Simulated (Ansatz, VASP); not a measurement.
# One calculation of HfC, two programs

```
CELL_PARAMETERS angstrom
0.00000 2.32571 2.32571
2.32571 0.00000 2.32571
2.32571 2.32571 0.00000
ATOMIC_POSITIONS crystal
Hf 0.00000 0.00000 0.00000
C 0.50000 0.50000 0.50000
```

Alike in both runs: functional PBE; k mesh 20 × 20 × 20; occupations gaussian, width 0.1 eV; no spin polarisation.

Ansatz relaxed the structure, and its values are those at the end. VASP's run is a single point on that final structure, the one shown.

|  | VASP | Ansatz |
| --- | --- | --- |
| version | VASP 6.6.1 | Ansatz 0.2.0 |
| potentials or method | VASP PAW PBE potentials, release 64 (Hf_pv, C), cutoff 520 eV | scalar-relativistic, plane waves, PAW |
| valence electrons in the cell | 14 | 30 |

|  | VASP | Ansatz | Ansatz less VASP |
| --- | --- | --- | --- |
| gap on the k mesh at the Fermi level (eV) | none | none | - |
| pressure (GPa) | -0.7 | 0.0 | +0.67 |

A gap of «none» marks a metal or a gap that the smearing closes. VASP's potentials hold 14 valence electrons a cell and Ansatz's 30, so a difference there can come from the potentials and not from the codes.

Spin-orbit coupling is off throughout.
